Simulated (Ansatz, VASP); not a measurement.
# Two plane-wave programs on SrO

The input INCAR:

```
SYSTEM = SrO
ALGO = Normal
EDIFF = 1E-8
ENCUT = 520
GGA = PS
ISIF = 2
ISMEAR = -1
LASPH = .True.
LCHARG = .False.
LEFG = .True.
LREAL = .False.
LWAVE = .False.
NBANDS = 15
NELM = 80
PREC = Accurate
SIGMA = 0.03
```

KPOINTS

```
k-points
0
Gamma
  8 8 8
  0 0 0
```

The input POSCAR:

```
SrO
1.0
    0.0000000000      2.5184040000      2.5698000000
    2.5184040000      0.0000000000      2.5698000000
    2.5184040000      2.5184040000      0.0000000000
Sr O
1 1
Direct
    0.0000000000      0.0000000000      0.0000000000
    0.5000000000      0.5000000000      0.5000000000
```

Input for Ansatz:

```yaml
crystal:
  lattice:
    - [0.0, 2.518404, 2.5698]
    - [2.518404, 0.0, 2.5698]
    - [2.518404, 2.518404, 0.0]
  atoms:
    - { symbol: Sr, position: [0.0, 0.0, 0.0] }
    - { symbol: O, position: [0.5, 0.5, 0.5] }
kpoints:
  mp_grid: { grid: [8, 8, 8] }
scf:
  occupations: { method: fermi_dirac, width: 0.03 }
hamiltonian:
  xc: pbesol
  pseudopotentials: { kind: paw }
output:
  forces: true
  stress: true
  eigenvalues: true
  efg: { contact_densities: true }
  write_density: true
  write_potential: true
  elf: true
  volumetric_format: npy
```

Change from the starting cell: equal xx and yy strain of -2 %, PAW files.

Alike in both runs: task electric field gradients; functional PBEsol; k mesh 8 × 8 × 8; occupations fermi-dirac, width 0.03 eV; no spin polarisation.

```csv
,VASP,Ansatz
version,VASP 6.6.1,Ansatz 0.2.0
potentials or method,"VASP PAW PBE potentials, release 64 (Sr_sv, O)","PAW with Ansatz's default frozen-core files, scalar-relativistic"
plane-wave cutoff (eV),520,420
valence electrons in the cell,16,16
```

Ansatz gave:

* gap on the k mesh at the Fermi level (eV): 3.12
* pressure (GPa): 3.1
* traceless stress, the component that is largest in VASP (GPa): -2.09
* size of Vzz on the site where it differs most (V/Å²): 7.0

Estimate VASP's values.

gap on the k mesh at the Fermi level (eV): 3.07; pressure (GPa): 3.9; traceless stress, the component that is largest in VASP (GPa): -2.21; size of Vzz on the site where it differs most (V/Å²): 7.3.

VASP's potentials were made for PBE, not for PBEsol. With one functional, cell and mesh, what is left measures potentials, basis and numerics.
